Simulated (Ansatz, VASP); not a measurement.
# CaLu2Pd3C3: VASP beside Ansatz

```
CELL_PARAMETERS angstrom
4.54666 0.00000 0.00000
-2.27333 3.93752 0.00000
0.00000 0.00000 11.30559
ATOMIC_POSITIONS crystal
Ca 0.00000 0.00000 0.00000
Lu 0.00000 0.00000 0.72150
Lu 0.00000 0.00000 0.27850
Pd 0.33333 0.66667 0.00000
Pd 0.66667 0.33333 0.00000
Pd 0.00000 0.00000 0.50000
C 0.49932 0.00000 0.50000
C 0.00000 0.49932 0.50000
C 0.50068 0.50068 0.50000
```

Alike in both runs: functional PBE; k mesh 4 × 4 × 2; occupations gaussian, width 0.2 eV; no spin polarisation.

Ansatz relaxed the structure, and its values are those at the end. VASP's run is a single point on that final structure, the one shown.

```csv
,VASP,Ansatz
version,VASP 6.6.1,Ansatz 0.2.0
potentials or method,"VASP PAW PBE potentials, release 64 (Ca_sv, Lu, Pd, C), cutoff 520 eV","scalar-relativistic, plane waves, PAW"
valence electrons in the cell,102,126
```

|  | VASP | Ansatz | Ansatz less VASP |
| --- | --- | --- | --- |
| gap on the k mesh at the Fermi level (eV) | none | none | - |
| pressure (GPa) | 0.1 | -0.1 | -0.16 |
| rms of the force components (eV/Å) | 0.022 | 0.004 | -0.0177 |

A gap of «none» marks a metal or a gap that the smearing closes. The functional is the same, so the differences come from potentials, cutoffs and numerics. VASP's potentials hold 102 valence electrons a cell and Ansatz's 126, so a difference there can come from the potentials and not from the codes.

The k mesh is coarse, so the values compare programs but aren't converged. Spin-orbit coupling is off throughout.
